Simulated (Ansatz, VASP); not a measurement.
Two plane-wave programs on MnPt2

```
Mn Pt
1.0
     2.84605    0.00000    0.00000
    -1.42303    2.46475    0.00000
     0.00000    0.00000    6.56984
Mn Pt
1 2
Direct
  0.00000 0.00000 0.00000
  0.33333 0.66667 0.68359
  0.66667 0.33333 0.31641
```

Alike in both runs: functional PBE; k mesh 18 × 18 × 8; occupations gaussian, width 0.1 eV; collinear spin.

Ansatz relaxed the structure, and its values are those at the end. VASP's run is a single point on that final structure, the one shown.

```csv
,VASP,Ansatz
version,VASP 6.6.1,Ansatz 0.2.0
potentials or method,"VASP PAW PBE potentials, release 64 (Mn_pv, Pt), cutoff 520 eV","scalar-relativistic, plane waves, PAW"
valence electrons in the cell,33,51
```

|  | VASP | Ansatz | Ansatz less VASP |
| --- | --- | --- | --- |
| gap on the k mesh at the Fermi level (eV) | none | none | - |
| pressure (GPa) | -0.2 | 0.0 | +0.18 |
| rms of the force components (eV/Å) | 0.005 | 0.000 | -0.0045 |
| net moment per atom (μB) | 1.52 | 1.52 | -0.004 |
| size of the moment on the site where the two differ most (μB) | 3.77 | 3.74 | -0.024 |

Site moments also hang on the region over which each program counts them. A gap of «none» marks a metal or a gap that the smearing closes. VASP's potentials hold 33 valence electrons a cell and Ansatz's 51, so a difference there can come from the potentials and not from the codes.

Neither program's run includes spin-orbit coupling.
